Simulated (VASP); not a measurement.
# Sn2Ge (P-3m1) in VASP: notebook

Runs on Sn2Ge. Level: PBE. Tasks: single point.

Everything below comes from runs of VASP 6.6.1. Logs are shortened: lines on timing, memory, paths and dates and some standing lists are left out, and cuts for length are marked.

## Step 1: The cell of the first run

It takes space group P-3m1 (No. 164, trigonal). The conventional cell has a = 4.143 Å, b = 4.143 Å, c = 10.148 Å, α = 90.00°, β = 90.00°, γ = 120.00°. Within 3.3 Å of Sn (site symmetry 3m) lie 3 Ge at 2.54 Å and 1 Sn at 2.54 Å. Within 3.3 Å of Sn (site symmetry 3m) lie 3 Sn at 2.54 Å and 1 Ge at 2.54 Å. Ge (site symmetry 3m) has 4 Sn at 2.54 Å within 3.3 Å.

## Step 2: Single point, PBE

File INCAR:

```
SYSTEM = Sn2Ge
PREC = Accurate ; ENCUT = 520
EDIFF = 1E-7 ; ISMEAR = 0
SIGMA = 0.1 ; LREAL = .FALSE.
LASPH = .TRUE. ; NELM = 80
ALGO = Fast ; ISIF = 2
LWAVE = .FALSE. ; LCHARG = .FALSE.
GGA = PE ; NBANDS = 51
```

File KPOINTS:

```
regular mesh
0
G
  6 6 2
  0 0 0
```

File POSCAR:

```
Sn2Ge
1.0
    4.1430270400      0.0000000000      0.0000000000
   -2.0715135200      3.5879666600      0.0000000000
    0.0000000000      0.0000000000     10.1483022300
Sn Ge
4 2
Direct
    0.0000000000      0.0000000000      0.3750000000
    0.3333333300      0.6666666700      0.0416666700
    0.6666666700      0.3333333300      0.9583333300
    0.0000000000      0.0000000000      0.6250000000
    0.6666666700      0.3333333300      0.7083333300
    0.3333333300      0.6666666700      0.2916666700
```

Potentials or basis: VASP PAW PBE potentials, release 64 (Sn_d, Ge_d).

On the command line:

```
$ cat potpaw_PBE.64/Sn_d/POTCAR potpaw_PBE.64/Ge_d/POTCAR > POTCAR
$ mpirun -np 1 vasp_std > vasp.out
```

OUTCAR:

```text
SYSTEM = Sn2Ge
   PREC = Accurate
   ENCUT = 520
   EDIFF = 1E-7
   ISMEAR = 0
   LREAL = .FALSE.
   LASPH = .TRUE.
   NELM = 80
   ISIF = 2
   GGA = PE

 ion  position               nearest neighbor table
   1  0.000  0.000  0.375-   6 2.54   6 2.54   4 2.54   6 2.54
   2  0.333  0.667  0.042-   3 2.54   6 2.54   3 2.54   3 2.54
   3  0.667  0.333  0.958-   2 2.54   5 2.54   2 2.54   2 2.54
   4  0.000  0.000  0.625-   5 2.54   5 2.54   1 2.54   5 2.54
   5  0.667  0.333  0.708-   4 2.54   4 2.54   3 2.54   4 2.54
   6  0.333  0.667  0.292-   1 2.54   1 2.54   2 2.54   1 2.54

  LATTYP: Found a hexagonal cell.
 ALAT       =     4.1430270400
 C/A-ratio  =     2.4494897407

  Lattice vectors:

 A1 = (   4.1430270400,   0.0000000000,   0.0000000000)
 A2 = (  -2.0715135200,   3.5879666600,   0.0000000000)
 A3 = (   0.0000000000,   0.0000000000,  10.1483022300)

Analysis of symmetry for initial positions (statically):
=====================================================================
 Subroutine PRICEL returns:
 Original cell was already a primitive cell.

 Routine SETGRP: Setting up the symmetry group for a
 hexagonal supercell.

 Subroutine GETGRP returns: Found 12 space group operations
 (whereof 12 operations were pure point group operations)
 out of a pool of 24 trial point group operations.

The static configuration has the point symmetry D_3d.

Analysis of symmetry for dynamics (positions and initial velocities):
=====================================================================
 Subroutine PRICEL returns:
 Original cell was already a primitive cell.

 Routine SETGRP: Setting up the symmetry group for a
 hexagonal supercell.

 Subroutine GETGRP returns: Found 12 space group operations
 (whereof 12 operations were pure point group operations)
 out of a pool of 24 trial point group operations.

The dynamic configuration has the point symmetry D_3d.

 Subroutine INISYM returns: Found 12 space group operations
 (whereof 12 operations are pure point group operations),
 and found     1 'primitive' translations

----------------------------------------------------------------------------------------

                                     Primitive cell

  volume of cell :     150.8549

  direct lattice vectors                    reciprocal lattice vectors
     4.143027040  0.000000000  0.000000000     0.241369412  0.139354695  0.000000000
    -2.071513520  3.587966660  0.000000000     0.000000000  0.278709390  0.000000000
     0.000000000  0.000000000 10.148302230     0.000000000  0.000000000  0.098538650

  length of vectors
     4.143027040  4.143027035 10.148302230     0.278709390  0.278709390  0.098538650

  position of ions in fractional coordinates (direct lattice)
     0.000000000  0.000000000  0.375000000
     0.333333330  0.666666670  0.041666670
     0.666666670  0.333333330  0.958333330
     0.000000000  0.000000000  0.625000000
     0.666666670  0.333333330  0.708333330
     0.333333330  0.666666670  0.291666670

  ion indices of the primitive-cell ions
   primitive index   ion index
                 1           1
                 2           2
                 3           3
                 4           4
                 5           5
                 6           6

----------------------------------------------------------------------------------------

 KPOINTS: regular mesh

Automatic generation of k-mesh.
 Grid dimensions read from file:
 generate k-points for:    6    6    2

 Generating k-lattice:

  Cartesian coordinates                     Fractional coordinates (reciprocal lattice)
     0.040228235  0.023225783  0.000000000     0.166666667  0.000000000  0.000000000
     0.000000000  0.046451565  0.000000000     0.000000000  0.166666667  0.000000000
     0.000000000  0.000000000  0.049269325     0.000000000  0.000000000  0.500000000

  Length of vectors
     0.046451565  0.046451565  0.049269325

  Shift w.r.t. Gamma in fractional coordinates (k-lattice)
     0.000000000  0.000000000  0.000000000

 Subroutine IBZKPT returns following result:
 ===========================================

 Found     14 irreducible k-points:

 Following reciprocal coordinates:
            Coordinates               Weight
  0.000000  0.000000  0.000000      1.000000
  0.166667  0.000000  0.000000      6.000000
  0.333333 -0.000000  0.000000      6.000000
  0.500000  0.000000  0.000000      3.000000
  0.166667  0.166667  0.000000      6.000000
  0.333333  0.166667  0.000000     12.000000
  0.333333  0.333333  0.000000      2.000000
  0.000000  0.000000  0.500000      1.000000
  0.166667  0.000000  0.500000      6.000000
  0.333333 -0.000000  0.500000      6.000000
  0.500000  0.000000  0.500000      3.000000
  0.166667  0.166667  0.500000      6.000000
  0.333333  0.166667  0.500000     12.000000
  0.333333  0.333333  0.500000      2.000000
   k-points           NKPTS =     14   k-points in BZ     NKDIM =     14   number of bands    NBANDS=     51
   number of dos      NEDOS =    301   number of ions     NIONS =      6
   total plane-waves  NPLWV =  81920
   dimension x,y,z NGX =    32 NGY =   32 NGZ =   80
   dimension x,y,z NGXF=    64 NGYF=   64 NGZF=  160
   ions per type =               4   2
   NGX,Y,Z   is equivalent  to a cutoff of  12.84, 12.84, 13.11 a.u.
   NGXF,Y,Z  is equivalent  to a cutoff of  25.68, 25.68, 26.21 a.u.
 SYSTEM =  Sn2Ge
   PREC   = accura    normal or accurate (medium, high low for compatibility)
   ISTART =      0    job   : 0-new  1-cont  2-samecut
   ICHARG =      2    charge: 1-file 2-atom 10-const
   ISPIN  =      1    spin polarized calculation?
   LNONCOLLINEAR =      F non collinear calculations
   LSORBIT =      F    spin-orbit coupling
   LASPH  =      T    aspherical Exc in radial PAW
   ENCUT  =  520.0 eV  38.22 Ry    6.18 a.u.   7.70  7.70 18.87*2*pi/ulx,y,z
   NELM   =     80;   NELMIN=  2; NELMDL= -5     # of ELM steps
   EDIFF  = 0.1E-06   stopping-criterion for ELM
   LREAL  =      F    real-space projection
   EDIFFG = 0.1E-05   stopping-criterion for IOM
   NSW    =      0    number of steps for IOM
   IBRION =     -1    ionic relax: 0-MD 1-quasi-New 2-CG
   NFREE  =      0    steps in history (QN), initial steepest desc. (CG)
   ISIF   =      2    stress and relaxation
   ISYM   =      2    0-nonsym 1-usesym 2-fastsym
   POTIM  = 0.5000    time-step for ionic-motion
   TEBEG  =    0.0;   TEEND  =   0.0 temperature during run
   PSTRESS=    0.0 pullay stress
   NELECT =      84.0000    total number of electrons
   NUPDOWN=      -1.0000    fix difference up-down
   EMIN   =  10.00;   EMAX   =-10.00  energy-range for DOS
   EFERMI =   0.00;   METHOD = LEGACY
   ISMEAR =     0;   SIGMA  =   0.10  broadening in eV -4-tet -1-fermi 0-gaus
   EFERMI_NEDOS =   21; number of points for ismear=-14 and -15
   IALGO  =     68    algorithm
   IMIX   =      4    mixing-type and parameters
     AMIX     =   0.40;   BMIX     =  1.00
     AMIX_MAG =   1.60;   BMIX_MAG =  1.00
  volume/ion in A,a.u.               =      25.14       169.67
  Fermi-wavevector in a.u.,A,eV,Ry     =   1.346836  2.545151 24.680525  1.813967
  Thomas-Fermi vector in A             =   2.474636
   LORBIT       =      0    0 simple, 1 ext, 2 COOP (PROOUT), +10 PAW based schemes
   GGA     = PE    functional components
   LHFCALC =     F    Hartree Fock is set to
   AEXX    =    0.0000 exact exchange contribution
   IVDW    =     0    specifies the selected vdW correction
   LEPSILON=     F    determine dielectric tensor
   LRPA    =     F    only Hartree local field effects (RPA)
 non-spin polarized calculation
 RMM-DIIS sequential band-by-band and
 Gauss-broadening in eV      SIGMA  =   0.10
  energy-cutoff  :      520.00
  volume of cell :      150.85
 maximum number of plane-waves:      4087
 NGX is ok and might be reduce to    32
   NGX = 15   NGY = 15   NGZ = 37

 number of electron      84.0000016 magnetization

 Free energy of the ion-electron system (eV)
  ---------------------------------------------------
  ext. energy  EPLUGINS =         0.00000000
  ---------------------------------------------------
  free energy    TOTEN  =       -21.85906621 eV

  energy without entropy =      -21.85619464  energy(sigma->0) =      -21.85763042

 E-fermi :   7.7866     XC(G=0): -10.0228

 val. band max:        7.7798296307   @ k =   0.0000   0.0000   0.0000
 cond. band min:       7.9039860507   @ k =   0.5000   0.0000   0.5000
 fundamental gap:      0.1241564200
 Fermi energy:         7.7865779175

 k-point     1 :       0.0000    0.0000    0.0000
  band No.  band energies     occupation
      1     -17.2490      2.00000
      2     -17.2489      2.00000
      3     -17.2489      2.00000
      4     -17.2488      2.00000
      5     -17.2488      2.00000
      6     -17.2487      2.00000
[... 43 lines left out ...]
     50      11.1942      0.00000
     51      11.2338      0.00000

 k-point     2 :       0.1667    0.0000    0.0000
  band No.  band energies     occupation
      1     -17.2517      2.00000
      2     -17.2513      2.00000
      3     -17.2495      2.00000
      4     -17.2492      2.00000
      5     -17.2469      2.00000
      6     -17.2466      2.00000
[... 43 lines left out ...]
     50      11.6753      0.00000
     51      12.0208      0.00000

 k-point     3 :       0.3333   -0.0000    0.0000
  band No.  band energies     occupation
      1     -17.2524      2.00000
      2     -17.2517      2.00000
      3     -17.2500      2.00000
      4     -17.2498      2.00000
      5     -17.2470      2.00000
      6     -17.2465      2.00000
[... 43 lines left out ...]
     50      12.5772      0.00000
     51      12.6042      0.00000
[... 487 lines left out ...]
 k-point    13 :       0.3333    0.1667    0.5000
  band No.  band energies     occupation
      1     -17.2534      2.00000
      2     -17.2531      2.00000
      3     -17.2512      2.00000
      4     -17.2509      2.00000
      5     -17.2454      2.00000
      6     -17.2449      2.00000
[... 43 lines left out ...]
     50      12.5569      0.00000
     51      12.8872      0.00000

 k-point    14 :       0.3333    0.3333    0.5000
  band No.  band energies     occupation
      1     -17.2548      2.00000
      2     -17.2548      2.00000
      3     -17.2515      2.00000
      4     -17.2515      2.00000
      5     -17.2442      2.00000
      6     -17.2434      2.00000
[... 43 lines left out ...]
     50      13.1187      0.00000
     51      13.5160      0.00000

------------------------ aborting loop because EDIFF is reached ----------------------------------------

  FORCE on cell =-STRESS in cart. coord.  units (eV):
  Direction    XX          YY          ZZ          XY          YZ          ZX
  --------------------------------------------------------------------------------------
  -------------------------------------------------------------------------------------
  Total       18.8003866     18.8003865     18.1184068      0.0000000      0.0000000     -0.0000000
  in kB      199.6722918    199.6722912    192.4292246      0.0000000      0.0000000     -0.0000000
  external PRESSURE =     197.2579359 kB  Pullay stress =       0.0000000 kB

 VOLUME and BASIS-vectors are now :
 -----------------------------------------------------------------------------
  energy-cutoff  :      520.00
  volume of cell :      150.85
      direct lattice vectors                 reciprocal lattice vectors
     4.143027040  0.000000000  0.000000000     0.241369412  0.139354695  0.000000000
    -2.071513520  3.587966660  0.000000000     0.000000000  0.278709390  0.000000000
     0.000000000  0.000000000 10.148302230     0.000000000  0.000000000  0.098538650

 POSITION                                       TOTAL-FORCE (eV/Angst)
 -----------------------------------------------------------------------------------
      0.00000      0.00000      3.80561         0.000000     -0.000000     -1.761243
     -0.00000      2.39198      0.42285        -0.000000      0.000000      1.611751
      2.07151      1.19599      9.72546         0.000000     -0.000000     -1.611751
      0.00000      0.00000      6.34269         0.000000      0.000000      1.761243
      2.07151      1.19599      7.18838        -0.000000      0.000000      0.108459
     -0.00000      2.39198      2.95992         0.000000     -0.000000     -0.108459
 -----------------------------------------------------------------------------------
    total drift:                               -0.000000      0.000000      0.000000

  FREE ENERGIE OF THE ION-ELECTRON SYSTEM (eV)
  ---------------------------------------------------
  free  energy   TOTEN  =       -21.8590662087 eV

  energy  without entropy=      -21.8561946379  energy(sigma->0) =      -21.85763042
```

Wall time 2.5 min (1 thread of AMD EPYC 9R45 (Zen 5), shared host); peak memory 0.29 GiB.

What came out:

```
Free energy            : -21.8591 eV
Pressure               : 19.7 GPa
Largest force          : 1.761 eV/Å
Band gap on the k mesh : zero (filled and empty bands touch)
```

Forces in eV/Å, atoms in the order of the input:
```
Sn   0.000  0.000 -1.761
Sn   0.000  0.000  1.612
Sn   0.000  0.000 -1.612
Sn   0.000  0.000  1.761
Ge   0.000  0.000  0.108
Ge   0.000  0.000 -0.108
```

Stress tensor (GPa, compression positive):
```
19.97  0.00  0.00
 0.00 19.97  0.00
 0.00  0.00 19.24
```

Caveat: spin-orbit coupling is left out, which moves the levels of the heavy elements; forces of over 1 eV/Å act on the atoms, so gaps and moduli don't describe the material at rest.

## Step 3: Single point, PBE

This run uses another cell than the first one, of 32.28 Å³/atom, 1.284 times its volume.

File INCAR:

```
SYSTEM = Sn2Ge
  PREC = Accurate
  ENCUT = 520
  EDIFF = 1E-6
  ISMEAR = 0
  SIGMA = 0.1
  LREAL = .False.
  LASPH = .True.
  NELM = 100
  ALGO = Fast
  ISIF = 2
  LWAVE = .False.
  LCHARG = .False.
  GGA = PE
  NBANDS = 51
```

File KPOINTS:

```
regular mesh
0
Gamma
  6 6 2
  0 0 0
```

File POSCAR:

```
Sn2Ge
1.0
    4.5048254072      0.0000000000      0.0000000000
   -2.2524127036      3.9012932423      0.0000000000
    0.0000000000      0.0000000000     11.0212589649
Sn Ge
4 2
Direct
    0.0000000000      0.0000000000      0.3688515151
    0.3333333333      0.6666666667      0.0497718962
    0.6666666667      0.3333333333      0.9502281038
    0.0000000000      0.0000000000      0.6311484849
    0.6666666667      0.3333333333      0.7065927549
    0.3333333333      0.6666666667      0.2934072451
```

Potentials or basis: VASP PAW PBE potentials, release 64 (Sn_d, Ge_d).

On the command line:

```
$ cat potpaw_PBE.64/Sn_d/POTCAR potpaw_PBE.64/Ge_d/POTCAR > POTCAR
$ mpirun -np 1 vasp_std > vasp.out
```

It took 3.3 min on 1 thread of AMD EPYC 9R45 (Zen 5), shared host; peak memory 0.34 GiB.

Results (log left out):

| Property | Result |
| --- | --- |
| Free energy | -24.1480 eV |
| Pressure | 0.1 GPa |
| Largest force | 0.016 eV/Å |
| Band gap on the k mesh | zero (band 42 reaches 4.96 eV, above the bottom of band 43 at 4.67 eV) |

Forces in eV/Å, atoms in the order of the input:
```
Sn   0.000  0.000 -0.016
Sn   0.000  0.000 -0.007
Sn   0.000  0.000  0.007
Sn   0.000  0.000  0.016
Ge   0.000  0.000 -0.008
Ge   0.000  0.000  0.008
```

Levels at points of the mesh, in eV from the Fermi level:
```tsv
k point	band 38	band 39	band 40	band 41	band 42	band 43	band 44	band 45	band 46	band 47
(0.00, 0.00, 0.00)	-0.89	-0.77	-0.77	-0.22	0.26	0.35	0.35	0.71	2.41	2.41
(0.50, 0.00, 0.00)	-2.37	-2.31	-2.16	-1.61	-1.13	0.93	0.94	1.20	1.70	3.27
(0.00, 0.00, 0.50)	-1.02	-0.51	-0.51	-0.16	0.00	0.14	0.14	1.33	2.85	2.86
(0.50, 0.00, 0.50)	-2.73	-2.12	-1.99	-0.95	-0.87	-0.04	1.09	1.31	2.41	2.53
```

Caveat: spin-orbit coupling is left out, which moves the levels of the heavy elements.
